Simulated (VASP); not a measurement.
A run of VASP 6.6.1 is set up as follows.

Contents of INCAR:

```
PREC = Accurate
ENCUT = 520
EDIFF = 1E-7
ISMEAR = 0
SIGMA = 0.1
LREAL = F
LASPH = T
NELM = 100
ALGO = Normal
ISIF = 2
LWAVE = F
LCHARG = F
GGA = PE
NBANDS = 16
```

Contents of KPOINTS:

```
Automatic mesh
0
Gamma
  12 12 8
```

POSCAR

```
GaN
1.0
    2.4887843092      0.0000000000      0.0000000000
   -1.2443921546      2.1553504363      0.0000000000
    0.0000000000      0.0000000000      2.4033883778
Ga N
1 1
Direct
    0.6666666667      0.3333333333      0.0000000000
    0.3333333333      0.6666666667      0.5000000000
```

Potentials or basis: VASP PAW PBE potentials, release 64 (Ga_d, N).

Launch:

```bash
$ cat potpaw_PBE.64/Ga_d/POTCAR potpaw_PBE.64/N/POTCAR > POTCAR
$ mpirun -np 1 vasp_std > vasp.out
```

**Question.** What does it give for the band gap on the k mesh?

**Answer.** Zero (bands 9 and 10 overlap by 0.89 eV).

**Question.** Estimate the pressure.

**Answer.** 233.0 GPa.

Stress tensor (GPa, compression positive):
```
239.27   0.00   0.00
  0.00 239.27   0.00
  0.00   0.00 220.32
```

Caveat: the cell stands under pressure.
